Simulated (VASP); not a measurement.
# SiC (I-4m2) in VASP: a series of runs, part 2 of 2

VASP 6.6.1. The steps go on from the part before.

**3. Single point, PBE**

This run uses another cell than the first one, of the same volume but with other edges.

The input, INCAR:

```
ALGO = Normal ; EDIFF = 1E-6
ENCUT = 520 ; GGA = PE
ISIF = 2 ; ISMEAR = 0
LASPH = T ; LCHARG = T
LELF = T ; LREAL = F
LVHAR = T ; LWAVE = F
NBANDS = 11 ; NELM = 60
PREC = Accurate ; SIGMA = 0.05
```

The input, KPOINTS:

```
k-points
0
Gamma
  12 12 12
```

The input, POSCAR:

```
SiC
1.0
    0.0000000000      2.5096996737      1.6313047879
    2.5096996737      0.0000000000      1.6313047879
    2.5096996737      2.5096996737      0.0000000000
Si C
1 1
Direct
    0.0000000000      0.0000000000      0.0000000000
    0.7500000000      0.7500000000      0.7500000000
```

Potentials or basis: VASP PAW PBE potentials, release 64 (Si, C).

Started as:

```
$ cat potpaw_PBE.64/Si/POTCAR potpaw_PBE.64/C/POTCAR > POTCAR
$ mpirun -np 1 vasp_std > vasp.out
```

OUTCAR:

```text
EDIFF = 1E-6
   ENCUT = 520
   GGA = PE
   ISIF = 2
   ISMEAR = 0
   LASPH = T
   LREAL = F
   NELM = 60
   PREC = Accurate

 ion  position               nearest neighbor table
   1  0.000  0.000  0.000-   2 1.95   2 1.95   2 1.95   2 1.95
   2  0.750  0.750  0.750-   1 1.95   1 1.95   1 1.95   1 1.95

  LATTYP: Found a body centered tetragonal cell.
 ALAT       =     3.5492513160
 C/A-ratio  =     0.9192388155

  Lattice vectors:

 A1 = (   0.0000000000,  -2.5096996737,  -1.6313047879)
[... 514 lines left out ...]
      6      15.4971      0.00000
      7      16.3031      0.00000
      8      18.0327      0.00000
      9      23.8979      0.00000
     10      25.2181      0.00000
     11      25.8471      0.00000

 [... further k-points ...]
[... 5 lines left out ...]
  --------------------------------------------------------------------------------------
  -------------------------------------------------------------------------------------
  Total       -3.2228041     -3.2228041      3.2296334      0.0000000      0.0000000      0.0000000
  in kB     -251.2672433   -251.2672433    251.7996930      0.0000000      0.0000000      0.0000000
  external PRESSURE =     -83.5782646 kB  Pullay stress =       0.0000000 kB

 VOLUME and BASIS-vectors are now :
 -----------------------------------------------------------------------------
  energy-cutoff  :      520.00
  volume of cell :       20.55
      direct lattice vectors                 reciprocal lattice vectors
     0.000000000  2.509699674  1.631304788    -0.199227025  0.199227025  0.306503116
     2.509699674  0.000000000  1.631304788     0.199227025 -0.199227025  0.306503116
     2.509699674  2.509699674  0.000000000     0.199227025  0.199227025 -0.306503116

 POSITION                                       TOTAL-FORCE (eV/Angst)
 -----------------------------------------------------------------------------------
      0.00000      0.00000      0.00000        -0.000000      0.000000     -0.000000
      3.76455      3.76455      2.44696         0.000000     -0.000000      0.000000
 -----------------------------------------------------------------------------------
    total drift:                                0.000000      0.000000      0.000000

  FREE ENERGIE OF THE ION-ELECTRON SYSTEM (eV)
  ---------------------------------------------------
  free  energy   TOTEN  =       -13.8450590754 eV

  energy  without entropy=      -13.8443987379  energy(sigma->0) =      -13.84472891
```

stdout:

```text
POSCAR found type information on POSCAR SiC
 POSCAR found :  2 types and       2 ions
 scaLAPACK will be used
 LDA part: xc-table for (Slater+PW92), standard interpolation
 POSCAR, INCAR and KPOINTS ok, starting setup
 FFT: planning ... GRIDC
 FFT: planning ... GRID_SOFT
 FFT: planning ... GRID
 WAVECAR not read
 entering main loop
```

Wall time 81 s (1 thread of AMD EPYC 7R13, shared host); peak memory 0.13 GiB.

Results:

```yaml
Free_energy: -13.8451 eV
Pressure: -8.4 GPa
Band_gap_on_the_k_mesh: zero (band 4 reaches 10.10 eV, above the bottom of band 5 at 7.67 eV)
```

**4. Single point, PBE**

This run uses another cell than the first one, of the same volume but with other edges.

The input, INCAR:

```
  PREC = Accurate
  ENCUT = 520
  EDIFF = 1E-6
  ISMEAR = 0
  SIGMA = 0.05
  LREAL = False
  LASPH = True
  NELM = 80
  ALGO = Normal
  ISIF = 2
  LWAVE = False
  LCHARG = False
  GGA = PE
  NBANDS = 11
```

The input, KPOINTS:

```
Automatic mesh
0
Gamma
  12 12 12
```

The input, POSCAR:

```
SiC
1.0
    0.0000000000      1.8991639303      2.8487458955
    1.8991639303      0.0000000000      2.8487458955
    1.8991639303      1.8991639303      0.0000000000
Si C
1 1
Direct
    0.0000000000      0.0000000000      0.0000000000
    0.7500000000      0.7500000000      0.7500000000
```

Potentials or basis: VASP PAW PBE potentials, release 64 (Si, C).

Started as:

```
$ cat potpaw_PBE.64/Si/POTCAR potpaw_PBE.64/C/POTCAR > POTCAR
$ mpirun -np 1 vasp_std > vasp.out
```

OUTCAR:

```text
PREC = Accurate
   ENCUT = 520
   EDIFF = 1E-6
   ISMEAR = 0
   LREAL = False
   LASPH = True
   NELM = 80
   ISIF = 2
   GGA = PE

 ion  position               nearest neighbor table
   1  0.000  0.000  0.000-   2 1.96   2 1.96   2 1.96   2 1.96
   2  0.750  0.750  0.750-   1 1.96   1 1.96   1 1.96   1 1.96

  LATTYP: Found a body centered tetragonal cell.
 ALAT       =     2.6858233874
 C/A-ratio  =     2.1213203436

  Lattice vectors:

 A1 = (  -1.8991639303,   0.0000000000,   2.8487458955)
 A2 = (   1.8991639303,   0.0000000000,   2.8487458955)
 A3 = (   0.0000000000,   1.8991639303,  -2.8487458955)

Analysis of symmetry for initial positions (statically):
=====================================================================
 Subroutine PRICEL returns:
 Original cell was already a primitive cell.

 Routine SETGRP: Setting up the symmetry group for a
 body centered tetragonal supercell.

 Subroutine GETGRP returns: Found  8 space group operations
 (whereof  8 operations were pure point group operations)
 out of a pool of 16 trial point group operations.

The static configuration has the point symmetry D_2d.

Analysis of symmetry for dynamics (positions and initial velocities):
[... 166 lines left out ...]

 k-point     1 :       0.0000    0.0000    0.0000
  band No.  band energies     occupation
      1      -7.1745      2.00000
      2       5.3262      2.00000
      3      10.1415      0.00000
      4      10.1415      0.00000
      5      10.3042      0.00000
      6      15.5936      0.00000
      7      16.3640      0.00000
      8      16.3640      0.00000
      9      19.4610      0.00000
     10      21.5568      0.00000
     11      24.9465      0.00000
[... 309 lines left out ...]
 k-point    24 :      -0.4167    0.1667    0.0000
  band No.  band energies     occupation
      1      -2.9512      2.00000
      2       0.0983      2.00000
      3       2.8276      2.00000
      4      10.2109      0.00000
      5      11.2099      0.00000
      6      16.3782      0.00000
      7      19.2190      0.00000
      8      19.8812      0.00000
      9      24.0966      0.00000
     10      24.3773      0.00000
     11      24.7675      0.00000

 [... further k-points ...]
[... 5 lines left out ...]
  --------------------------------------------------------------------------------------
  -------------------------------------------------------------------------------------
  Total        5.5336413      5.5336413    -10.1367426      0.0000000      0.0000000      0.0000000
  in kB      431.4326141    431.4326141   -790.3152950      0.0000000      0.0000000      0.0000000
  external PRESSURE =      24.1833111 kB  Pullay stress =       0.0000000 kB

 VOLUME and BASIS-vectors are now :
 -----------------------------------------------------------------------------
  energy-cutoff  :      520.00
  volume of cell :       20.55
      direct lattice vectors                 reciprocal lattice vectors
     0.000000000  1.899163930  2.848745896    -0.263273745  0.263273745  0.175515830
     1.899163930  0.000000000  2.848745896     0.263273745 -0.263273745  0.175515830
     1.899163930  1.899163930  0.000000000     0.263273745  0.263273745 -0.175515830

 POSITION                                       TOTAL-FORCE (eV/Angst)
 -----------------------------------------------------------------------------------
      0.00000      0.00000      0.00000        -0.000000     -0.000000     -0.000000
      2.84875      2.84875      4.27312         0.000000      0.000000      0.000000
 -----------------------------------------------------------------------------------
    total drift:                                0.000000      0.000000     -0.000000

  FREE ENERGIE OF THE ION-ELECTRON SYSTEM (eV)
  ---------------------------------------------------
  free  energy   TOTEN  =       -12.4498952883 eV

  energy  without entropy=      -12.4478404381  energy(sigma->0) =      -12.44886786
```

OSZICAR:

```text
N       E                     dE             d eps       ncg     rms          rms(c)
DAV:   1     0.495482000581E+01    0.49548E+01   -0.39289E+03  3682   0.613E+02
DAV:   2    -0.134404801476E+02   -0.18395E+02   -0.17404E+02  4434   0.105E+02
DAV:   3    -0.140720412384E+02   -0.63156E+00   -0.62897E+00  4501   0.160E+01
DAV:   4    -0.140743295260E+02   -0.22883E-02   -0.22881E-02  4199   0.120E+00
DAV:   5    -0.140743389194E+02   -0.93934E-05   -0.93938E-05  4553   0.705E-02    0.830E+00
DAV:   6    -0.124687495392E+02    0.16056E+01   -0.91399E+00  4101   0.117E+01    0.321E+00
DAV:   7    -0.124595536673E+02    0.91959E-02   -0.19908E-01  4057   0.293E+00    0.175E+00
DAV:   8    -0.124499684996E+02    0.95852E-02   -0.17196E-02  4268   0.918E-01    0.171E-01
DAV:   9    -0.124498582970E+02    0.11020E-03   -0.12923E-03  4665   0.184E-01    0.807E-02
DAV:  10    -0.124498963135E+02   -0.38017E-04   -0.11855E-04  4134   0.701E-02    0.203E-02
DAV:  11    -0.124498953275E+02    0.98604E-06   -0.13666E-05  4571   0.180E-02    0.104E-02
DAV:  12    -0.124498952883E+02    0.39185E-07   -0.12523E-06  2428   0.641E-03
   1 F= -.12449895E+02 E0= -.12448868E+02  d E =-.205485E-02
```

Run time: 80 s. Hardware: 1 thread of AMD EPYC 7R13, shared host; peak memory 0.13 GiB.

What came out:

```yaml
Free_energy: -12.4499 eV
Pressure: 2.4 GPa
Band_gap_on_the_k_mesh: zero (band 4 reaches 10.63 eV, above the bottom of band 5 at 9.14 eV)
```

**5. Summary**

| cell | gap on the mesh (eV) | pressure (GPa) |
| --- | --- | --- |
| a = 3.131, b = 3.131, c = 2.978 Å, angles 61.6, 61.6, 56.8°, 2 atoms | 0.82 | 4.2 |
| a = 2.993, b = 2.993, c = 3.549 Å, angles 53.6, 53.6, 72.7°, 2 atoms | none | -8.4 |
| a = 3.424, b = 3.424, c = 2.686 Å, angles 66.9, 66.9, 46.2°, 2 atoms | none | 2.4 |

Alike in all rows: task single point; level PBE; potentials or basis VASP PAW PBE potentials, release 64 (Si, C); no spin polarisation; k mesh 12 × 12 × 12; cutoff (eV) 520; smearing gaussian 0.05 eV.

Absolute energies hang on the potentials; compare differences alone.
